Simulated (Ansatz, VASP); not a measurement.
# Rh in VASP and in Ansatz

```
CELL_PARAMETERS angstrom
0.00000 1.88999 1.88999
1.88999 0.00000 1.88999
1.88999 1.88999 0.00000
ATOMIC_POSITIONS crystal
Rh 0.00000 0.00000 0.00000
```

Alike in both runs: functional PBEsol; k mesh 18 × 18 × 18; occupations gaussian, width 0.1 eV; no spin polarisation.

Ansatz relaxed the structure, and its values are those at the end. VASP's run is a single point on that final structure, the one shown.

|  | VASP | Ansatz |
| --- | --- | --- |
| version | VASP 6.6.1 | Ansatz 0.2.0 |
| potentials or method | VASP PAW PBE potentials, release 64 (Rh_pv), cutoff 520 eV | scalar-relativistic, plane waves, PAW |
| valence electrons in the cell | 15 | 17 |

```csv
,VASP,Ansatz,Ansatz less VASP
gap on the k mesh at the Fermi level (eV),none,none,-
pressure (GPa),-0.1,0.0,+0.09
```

VASP's potentials were made for PBE, not for PBEsol. A gap of «none» marks a metal or a gap that the smearing closes. With one functional, cell and mesh, what is left measures potentials, basis and numerics. VASP's potentials hold 15 valence electrons a cell and Ansatz's 17, so a difference there can come from the potentials and not from the codes.
